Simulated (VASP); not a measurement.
# Al (Fm-3m) in VASP: notebook

Al is run at these levels: PBE+D3(BJ); tasks: phonons, elastic constants.

Program: VASP 6.6.1. These are calculated values, not measurements. Logs are shortened: lines on timing, memory, paths and dates and some standing lists are left out, and cuts for length are marked.

### 1 The cell of the first run

The structure is cubic, space group Fm-3m (No. 225). Conventional cell: a = 3.984 Å, b = 3.984 Å, c = 3.984 Å, α = 90.00°, β = 90.00°, γ = 90.00°. Al (site symmetry m-3m) has 12 Al at 2.82 Å within 3.7 Å.

### 2 Phonons, PBE+D3(BJ)

Contents of INCAR:

```
SYSTEM = Al
PREC = Accurate
ENCUT = 520
EDIFF = 1E-8
ISMEAR = -1
SIGMA = 0.15
LREAL = .FALSE.
LASPH = .TRUE.
NELM = 80
ALGO = Normal
ISIF = 2
LWAVE = .FALSE.
LCHARG = .TRUE.
GGA = PE
IVDW = 12
NBANDS = 8
IBRION = 6
NFREE = 2
POTIM = 0.015
NSW = 1
```

Contents of KPOINTS:

```
Automatic mesh
0
G
  20 20 20
  0 0 0
```

Contents of POSCAR:

```
Al
1.0
    0.0000000000      1.9920664043      1.9920664043
    1.9920664043      0.0000000000      1.9920664043
    1.9920664043      1.9920664043      0.0000000000
Al
1
Direct
    0.0000000000      0.0000000000      0.0000000000
```

Potentials or basis: VASP PAW PBE potentials, release 64 (Al).

Command:

```sh
cat potpaw_PBE.64/Al/POTCAR > POTCAR
mpirun -np 1 vasp_std > vasp.out
```

OUTCAR:

```text
SYSTEM = Al
   PREC = Accurate
   ENCUT = 520
   EDIFF = 1E-8
   ISMEAR = -1
   LREAL = .FALSE.
   LASPH = .TRUE.
   NELM = 80
   ISIF = 2
   GGA = PE
   IVDW = 12
   IBRION = 6
   NFREE = 2
   POTIM = 0.015
   NSW = 1
 IVDW          = 12

 ion  position               nearest neighbor table
   1  0.000  0.000  0.000-

  LATTYP: Found a face centered cubic cell.
 ALAT       =     3.9841328086

  Lattice vectors:

 A1 = (   0.0000000000,   1.9920664043,   1.9920664043)
 A2 = (   1.9920664043,   0.0000000000,   1.9920664043)
 A3 = (   1.9920664043,   1.9920664043,   0.0000000000)

Analysis of symmetry for initial positions (statically):
=====================================================================
 Subroutine PRICEL returns:
 Original cell was already a primitive cell.

 Routine SETGRP: Setting up the symmetry group for a
 face centered cubic supercell.

 Subroutine GETGRP returns: Found 48 space group operations
 (whereof 48 operations were pure point group operations)
 out of a pool of 48 trial point group operations.

The static configuration has the point symmetry O_h .

Analysis of symmetry for dynamics (positions and initial velocities):
=====================================================================
 Subroutine PRICEL returns:
 Original cell was already a primitive cell.

 Routine SETGRP: Setting up the symmetry group for a
 face centered cubic supercell.

 Subroutine GETGRP returns: Found 48 space group operations
 (whereof 48 operations were pure point group operations)
 out of a pool of 48 trial point group operations.

The dynamic configuration has the point symmetry O_h .

 Subroutine INISYM returns: Found 48 space group operations
 (whereof 48 operations are pure point group operations),
 and found     1 'primitive' translations

----------------------------------------------------------------------------------------

                                     Primitive cell

  volume of cell :      15.8103

  direct lattice vectors                    reciprocal lattice vectors
     0.000000000  1.992066404  1.992066404    -0.250995649  0.250995649  0.250995649
     1.992066404  0.000000000  1.992066404     0.250995649 -0.250995649  0.250995649
     1.992066404  1.992066404  0.000000000     0.250995649  0.250995649 -0.250995649

  length of vectors
     2.817207326  2.817207326  2.817207326     0.434737217  0.434737217  0.434737217

  position of ions in fractional coordinates (direct lattice)
     0.000000000  0.000000000  0.000000000

  ion indices of the primitive-cell ions
   primitive index   ion index
                 1           1

----------------------------------------------------------------------------------------

 KPOINTS: Automatic mesh

Automatic generation of k-mesh.
 Grid dimensions read from file:
 generate k-points for:   20   20   20

 Generating k-lattice:

  Cartesian coordinates                     Fractional coordinates (reciprocal lattice)
    -0.012549782  0.012549782  0.012549782     0.050000000  0.000000000  0.000000000
     0.012549782 -0.012549782  0.012549782     0.000000000  0.050000000  0.000000000
     0.012549782  0.012549782 -0.012549782     0.000000000  0.000000000  0.050000000

  Length of vectors
     0.021736861  0.021736861  0.021736861

  Shift w.r.t. Gamma in fractional coordinates (k-lattice)
     0.000000000  0.000000000  0.000000000

 Subroutine IBZKPT returns following result:
 ===========================================

 Found    256 irreducible k-points:

 Following reciprocal coordinates:
            Coordinates               Weight
  0.000000  0.000000  0.000000      1.000000
  0.050000  0.000000  0.000000      8.000000
  0.100000  0.000000  0.000000      8.000000
  0.150000  0.000000  0.000000      8.000000
  0.200000  0.000000  0.000000      8.000000
  0.250000  0.000000  0.000000      8.000000
[... 16 lines left out ...]
 -0.400000  0.050000  0.000000     24.000000
 -0.350000  0.050000  0.000000     24.000000
 [... further k-points ...]
   k-points           NKPTS =    256   k-points in BZ     NKDIM =    256   number of bands    NBANDS=      8
   number of dos      NEDOS =    301   number of ions     NIONS =      1
   total plane-waves  NPLWV =  13824
   dimension x,y,z NGX =    24 NGY =   24 NGZ =   24
   dimension x,y,z NGXF=    48 NGYF=   48 NGZF=   48
   ions per type =               1
   NGX,Y,Z   is equivalent  to a cutoff of  14.16, 14.16, 14.16 a.u.
   NGXF,Y,Z  is equivalent  to a cutoff of  28.33, 28.33, 28.33 a.u.
 SYSTEM =  Al
   PREC   = accura    normal or accurate (medium, high low for compatibility)
   ISTART =      0    job   : 0-new  1-cont  2-samecut
   ICHARG =      2    charge: 1-file 2-atom 10-const
   ISPIN  =      1    spin polarized calculation?
   LNONCOLLINEAR =      F non collinear calculations
   LSORBIT =      F    spin-orbit coupling
   LASPH  =      T    aspherical Exc in radial PAW
   ENCUT  =  520.0 eV  38.22 Ry    6.18 a.u.   5.24  5.24  5.24*2*pi/ulx,y,z
   NELM   =     80;   NELMIN=  2; NELMDL= -5     # of ELM steps
   EDIFF  = 0.1E-07   stopping-criterion for ELM
   LREAL  =      F    real-space projection
   EDIFFG = 0.1E-06   stopping-criterion for IOM
   NSW    =     49    number of steps for IOM
   IBRION =      6    ionic relax: 0-MD 1-quasi-New 2-CG
   NFREE  =      2    steps in history (QN), initial steepest desc. (CG)
   ISIF   =      2    stress and relaxation
   ISYM   =      2    0-nonsym 1-usesym 2-fastsym
   POTIM  = 0.0150    time-step for ionic-motion
   TEBEG  =    0.0;   TEEND  =   0.0 temperature during run
   PSTRESS=    0.0 pullay stress
   NELECT =       3.0000    total number of electrons
   NUPDOWN=      -1.0000    fix difference up-down
   EMIN   =  10.00;   EMAX   =-10.00  energy-range for DOS
   EFERMI =   0.00;   METHOD = LEGACY
   ISMEAR =    -1;   SIGMA  =   0.15  broadening in eV -4-tet -1-fermi 0-gaus
   EFERMI_NEDOS =   21; number of points for ismear=-14 and -15
   IALGO  =     38    algorithm
   IMIX   =      4    mixing-type and parameters
     AMIX     =   0.40;   BMIX     =  1.00
     AMIX_MAG =   1.60;   BMIX_MAG =  1.00
  volume/ion in A,a.u.               =      15.81       106.69
  Fermi-wavevector in a.u.,A,eV,Ry     =   0.940737  1.777735 12.040960  0.884986
  Thomas-Fermi vector in A             =   2.068178
   LORBIT       =      0    0 simple, 1 ext, 2 COOP (PROOUT), +10 PAW based schemes
   GGA     = PE    functional components
   LHFCALC =     F    Hartree Fock is set to
   AEXX    =    0.0000 exact exchange contribution
   IVDW    =    12    specifies the selected vdW correction
   LEPSILON=     F    determine dielectric tensor
   LRPA    =     F    only Hartree local field effects (RPA)
 finite differences with symmetry
 non-spin polarized calculation
  energy-cutoff  :      520.00
  volume of cell :       15.81
 maximum number of plane-waves:       444
 NGX is ok and might be reduce to    24
   NGX = 11   NGY = 11   NGZ = 11

--------------------------------------- Ionic step        1  -------------------------------------------

 number of electron       3.0000000 magnetization

 Free energy of the ion-electron system (eV)
  ---------------------------------------------------
  ext. energy  EPLUGINS =         0.00000000
  ---------------------------------------------------
  free energy    TOTEN  =        -3.75313331 eV

  energy without entropy =       -3.72397662  energy(sigma->0) =       -3.73855496

------------------------ aborting loop because EDIFF is reached ----------------------------------------

 Edisp (eV)   -0.35160

 E8    (eV) :    -0.1573

  FORCE on cell =-STRESS in cart. coord.  units (eV):
  Direction    XX          YY          ZZ          XY          YZ          ZX
  --------------------------------------------------------------------------------------
  -------------------------------------------------------------------------------------
  Total      -0.00400    -0.00400    -0.00400    -0.00000     0.00000    -0.00000
  in kB      -0.40573    -0.40573    -0.40573    -0.00000     0.00000    -0.00000
  external pressure =       -0.41 kB  Pullay stress =        0.00 kB
[... 59 lines left out ...]
  energy  without entropy=       -4.0755769515  energy(sigma->0) =       -4.09015530

--------------------------------------- Ionic step        3  -------------------------------------------

 number of electron       3.0000000 magnetization

 Free energy of the ion-electron system (eV)
  ---------------------------------------------------
  ext. energy  EPLUGINS =         0.00000000
  ---------------------------------------------------
  free energy    TOTEN  =        -3.75313331 eV

  energy without entropy =       -3.72397661  energy(sigma->0) =       -3.73855496

 E-fermi :   8.4738     XC(G=0): -10.3521

 val. band max:        8.4584849219   @ k =  -0.4500   0.4500   0.1000
 cond. band min:       8.4909778235   @ k =  -0.3000   0.5000   0.2000
 fundamental gap:      0.0324929015
 Fermi energy:         8.4737632308

 k-point     1 :       0.0000    0.0000    0.0000
  band No.  band energies     occupation
      1      -2.9801      2.00000
      2      21.3115      0.00000
      3      21.3115      0.00000
      4      21.3115      0.00000
      5      23.1327      0.00000
      6      23.1327      0.00000
      7      23.1327      0.00000
      8      25.2312      0.00000
[... 243 lines left out ...]
 k-point    24 :      -0.3500    0.0500    0.0000
  band No.  band energies     occupation
      1       0.7904      2.00000
      2       7.8954      1.95857
      3      18.0437      0.00000
      4      20.6401      0.00000
      5      20.7363      0.00000
      6      22.1063      0.00000
      7      23.8076      0.00000
      8      26.4514      0.00000

 [... further k-points ...]

------------------------ aborting loop because EDIFF is reached ----------------------------------------

 Edisp (eV)   -0.35160

 E8    (eV) :    -0.1573

  FORCE on cell =-STRESS in cart. coord.  units (eV):
  Direction    XX          YY          ZZ          XY          YZ          ZX
  --------------------------------------------------------------------------------------
  -------------------------------------------------------------------------------------
  Total      -0.00400    -0.00400    -0.00400     0.00000     0.00000     0.00000
  in kB      -0.40567    -0.40567    -0.40567     0.00000     0.00000     0.00000
  external pressure =       -0.41 kB  Pullay stress =        0.00 kB
[... 16 lines left out ...]
  FREE ENERGIE OF THE ION-ELECTRON SYSTEM (eV)
  ---------------------------------------------------
  free  energy   TOTEN  =        -4.1047336553 eV

  energy  without entropy=       -4.0755769596  energy(sigma->0) =       -4.09015531

 INTERNAL STRAIN TENSORS FROM DISPLACED ATOMS
 ============================================

 INTERNAL STRAIN TENSOR FOR ION    1 for displacements in x,y,z  (eV/Angst):
          X           Y           Z          XY          YZ          ZX
  --------------------------------------------------------------------------------
  x     0.00000     0.00000     0.00000     0.00000     0.00000     0.00000
  y     0.00000     0.00000     0.00000     0.00000     0.00000     0.00000
  z     0.00000     0.00000     0.00000     0.00000     0.00000     0.00000

 Eigenvectors and eigenvalues of the dynamical matrix
 ----------------------------------------------------

   1 f/i=    0.000000 THz     0.000000 2PiTHz    0.000000 cm-1     0.000000 meV
             X         Y         Z           dx          dy          dz
      0.000000  0.000000  0.000000    -0.451549    0.892246    0.000000

   2 f/i=    0.000000 THz     0.000000 2PiTHz    0.000000 cm-1     0.000000 meV
             X         Y         Z           dx          dy          dz
      0.000000  0.000000  0.000000    -0.892246   -0.451549    0.000000

   3 f/i=    0.000000 THz     0.000000 2PiTHz    0.000000 cm-1     0.000000 meV
             X         Y         Z           dx          dy          dz
      0.000000  0.000000  0.000000     0.000000    0.000000    1.000000

 ELASTIC MODULI CONTR FROM IONIC RELAXATION (kBar)
 Direction    XX          YY          ZZ          XY          YZ          ZX
 --------------------------------------------------------------------------------
 XX           0.0000      0.0000      0.0000      0.0000      0.0000      0.0000
 YY           0.0000      0.0000      0.0000      0.0000      0.0000      0.0000
 ZZ           0.0000      0.0000      0.0000      0.0000      0.0000      0.0000
 XY           0.0000      0.0000      0.0000      0.0000      0.0000      0.0000
 YZ           0.0000      0.0000      0.0000      0.0000      0.0000      0.0000
 ZX           0.0000      0.0000      0.0000      0.0000      0.0000      0.0000
 --------------------------------------------------------------------------------
```

Wall time 93 s (1 thread of Intel Xeon 8259CL, shared host); peak memory 0.18 GiB.

What came out:

* Dispersion energy per atom: -0.352 eV

### 3 Elastic constants, PBE+D3(BJ)

Contents of INCAR:

```
PREC     = Accurate       # precision mode
ENCUT    = 600            # plane-wave cutoff, eV
EDIFF    = 1E-8           # SCF threshold, eV
ISMEAR   = -1             # smearing method
SIGMA    = 0.15           # smearing width, eV
LREAL    = F              # projectors in reciprocal space
LASPH    = T              # aspherical terms in the spheres
NELM     = 80             # most SCF steps
ALGO     = Fast           # electronic algorithm
ISIF     = 3              # what is computed and relaxed
LWAVE    = F              # write WAVECAR
LCHARG   = F              # write CHGCAR
GGA      = PE             # functional
IVDW     = 12             # dispersion correction
IBRION   = 6              # ionic algorithm
NFREE    = 2            
POTIM    = 0.015          # step
NSW      = 1              # ionic steps
```

Contents of KPOINTS:

```
regular mesh
0
Gamma
  20 20 20
```

POSCAR is that of step 2.

Potentials or basis: VASP PAW PBE potentials, release 64 (Al).

Command:

```sh
cat potpaw_PBE.64/Al/POTCAR > POTCAR
mpirun -np 1 vasp_std > vasp.out
```

OUTCAR:

```text
PREC = Accurate
   ENCUT = 600
   EDIFF = 1E-8
   ISMEAR = -1
   LREAL = F
   LASPH = T
   NELM = 80
   ISIF = 3
   GGA = PE
   IVDW = 12
   IBRION = 6
   NFREE = 2
   POTIM = 0.015
   NSW = 1
 IVDW          = 12

 ion  position               nearest neighbor table
   1  0.000  0.000  0.000-

  LATTYP: Found a face centered cubic cell.
[... 649 lines left out ...]
      0.000000  0.000000  0.000000     1.000000    0.000000    0.000000

   2 f  =    0.000000 THz     0.000000 2PiTHz    0.000000 cm-1     0.000000 meV
             X         Y         Z           dx          dy          dz
      0.000000  0.000000  0.000000     0.000000    1.000000    0.000000

   3 f  =    0.000000 THz     0.000000 2PiTHz    0.000000 cm-1     0.000000 meV
             X         Y         Z           dx          dy          dz
      0.000000  0.000000  0.000000     0.000000    0.000000    1.000000

--------------------------------------------------------------------------------------------------------

 ELASTIC MODULI CONTR FROM IONIC RELAXATION (kBar)
 Direction    XX          YY          ZZ          XY          YZ          ZX
 --------------------------------------------------------------------------------
 XX           0.0000      0.0000      0.0000      0.0000      0.0000      0.0000
 YY           0.0000      0.0000      0.0000      0.0000      0.0000      0.0000
 ZZ           0.0000      0.0000      0.0000      0.0000      0.0000      0.0000
 XY           0.0000      0.0000      0.0000      0.0000      0.0000      0.0000
 YZ           0.0000      0.0000      0.0000      0.0000      0.0000      0.0000
 ZX           0.0000      0.0000      0.0000      0.0000      0.0000      0.0000
 --------------------------------------------------------------------------------

 TOTAL ELASTIC MODULI (kBar)
 Direction    XX          YY          ZZ          XY          YZ          ZX
 --------------------------------------------------------------------------------
 XX        1221.6950    684.8610    684.8610      0.0000     -0.0000     -0.0000
 YY         684.8610   1221.6950    684.8610     -0.0000      0.0000      0.0000
 ZZ         684.8610    684.8610   1221.6950      0.0000     -0.0000     -0.0000
 XY           0.0000     -0.0000      0.0000    425.9349      0.0000      0.0000
 YZ          -0.0000      0.0000     -0.0000      0.0000    425.9349      0.0000
 ZX          -0.0000      0.0000     -0.0000      0.0000      0.0000    425.9349
 --------------------------------------------------------------------------------
```

OSZICAR:

```text
N       E                     dE             d eps       ncg     rms          rms(c)
DAV:   1    -0.130703424461E+01   -0.13070E+01   -0.99599E+02  2600   0.388E+02
DAV:   2    -0.375457491321E+01   -0.24475E+01   -0.23039E+01  3230   0.333E+01
DAV:   3    -0.377645138221E+01   -0.21876E-01   -0.21557E-01  3380   0.380E+00
DAV:   4    -0.377652787855E+01   -0.76496E-04   -0.76493E-04  3455   0.222E-01
[... 159 lines left out ...]
RMM:   4    -0.375320411828E+01   -0.98040E-06   -0.93629E-06  2560   0.263E-02    0.140E-03
RMM:   5    -0.375320436531E+01   -0.24704E-06   -0.20820E-06  2560   0.130E-02    0.477E-04
RMM:   6    -0.375320441277E+01   -0.47461E-07   -0.46823E-07  2506   0.542E-03    0.382E-04
RMM:   7    -0.375320442707E+01   -0.14300E-07   -0.11917E-07  2398   0.296E-03    0.896E-05
RMM:   8    -0.375320443007E+01   -0.29979E-08   -0.28052E-08  2284   0.128E-03
  15 F= -.41048048E+01 E0= -.40902264E+01  d E =-.291569E-01
```

stdout:

```text
POSCAR found type information on POSCAR Al
 POSCAR found :  1 types and       1 ions
 scaLAPACK will be used
 LDA part: xc-table for (Slater+PW92), standard interpolation
 POSCAR, INCAR and KPOINTS ok, starting setup
 FFT: planning ... GRIDC
 FFT: planning ... GRID_SOFT
 FFT: planning ... GRID
 WAVECAR not read
 entering main loop
 Found     1 degrees of freedom:
 Adding 6 more for cell shape distortion
 Finite differences POTIM= 0.01500 DOF=   7
 bond charge predicted
 Finite differences progress:
 bond charge predicted
 Finite differences progress:
 bond charge predicted
 Finite differences progress:
 bond charge predicted
 Finite differences progress:
 bond charge predicted
 Finite differences progress:
 bond charge predicted
 Finite differences progress:
 bond charge predicted
 Finite differences progress:
 bond charge predicted
 Finite differences progress:
 bond charge predicted
 Finite differences progress:
 bond charge predicted
 Finite differences progress:
 bond charge predicted
 Finite differences progress:
 bond charge predicted
 Finite differences progress:
 bond charge predicted
 Finite differences progress:
 bond charge predicted
 Finite differences progress:
```

Wall time 4.7 min (1 thread of Intel Xeon 6975P-C (Granite Rapids), shared host); peak memory 0.52 GiB.

Results:

- Elastic constants C11, C12, C44: 122, 68, 43 GPa
- Voigt bulk modulus: 86 GPa
- Dispersion energy per atom: -0.352 eV

Elastic tensor in Voigt notation (GPa, in the Cartesian axes of the cell as first typed):
```
122  68  68   0   0   0
 68 122  68   0   0   0
 68  68 122   0   0   0
  0   0   0  43   0   0
  0   0   0   0  43   0
  0   0   0   0   0  43
```

Clamped-ion elastic tensor (GPa):
```
122  68  68   0   0   0
 68 122  68   0   0   0
 68  68 122   0   0   0
  0   0   0  43   0   0
  0   0   0   0  43   0
  0   0   0   0   0  43
```
